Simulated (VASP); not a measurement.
# TiAl: single point with LDA

Crystal: TiAl.

```
CELL_PARAMETERS angstrom
2.77402 0.00000 0.00000
-1.38701 2.40237 0.00000
0.00000 0.00000 4.52805
ATOMIC_POSITIONS crystal
Ti 0.00000 0.00000 0.00000
Al 0.33333 0.66667 0.50000
```

| Property | Result |
| --- | --- |
| Program | VASP 6.6.1 |
| Task | single point |
| Functional | LDA |
| Potentials or basis | VASP PAW LDA potentials, release 64 (Ti_sv, Al) |
| Cutoff | 520 eV |
| k mesh | 21 × 21 × 12 |
| Occupations | gaussian, width 0.15 eV |
| Spin | collinear spin, ferromagnetic start |
| Starting moments | [0.625, 0.0] μB |
| Fixed moment | 0.625 μB |

| Item | Value |
| --- | --- |
| Pressure | 5.6 GPa |
| Net moment | 0.62 μB per cell |
| Site moments | Ti +0.37; Al +0.02 μB |
| Valence electrons inside the program's atomic spheres | Ti 10.41; Al 0.86 |

Stress tensor (GPa, compression positive):
```
6.04 0.00 0.00
0.00 6.04 0.00
0.00 0.00 4.81
```

Run time: 8.8 min on 1 thread of Oxide Virtual Turin-like Processor, with other jobs on the host, peak memory 0.33 GiB.

Caveat: the total moment is fixed, so each spin has its own Fermi level.
